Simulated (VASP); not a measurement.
Runs of VASP 6.6.1 on CaO. The structure is that of space group Fm-3m (No. 225), or close to it. The cells are those of the table. 

```csv
cell,gap on the mesh (eV)
"a = 3.425 Å, angles 60.0°, 2 atoms",4.19
"a = 3.458 Å, angles 60.0°, 2 atoms",(a)
"a = 3.492 Å, angles 60.0°, 2 atoms",4.19
"a = 3.323 Å, angles 60.0°, 2 atoms",4.16
"a = 3.357 Å, angles 60.0°, 2 atoms",4.18
```

Alike in all rows: task dielectric tensor; level r2SCAN; potentials or basis VASP PAW PBE potentials, release 64 (Ca_sv, O); no spin polarisation; k mesh 8 × 8 × 8; cutoff (eV) 520; smearing gaussian 0.01 eV.

Fill in the values left out.

(a) 4.20.

A k mesh can miss the band edges.
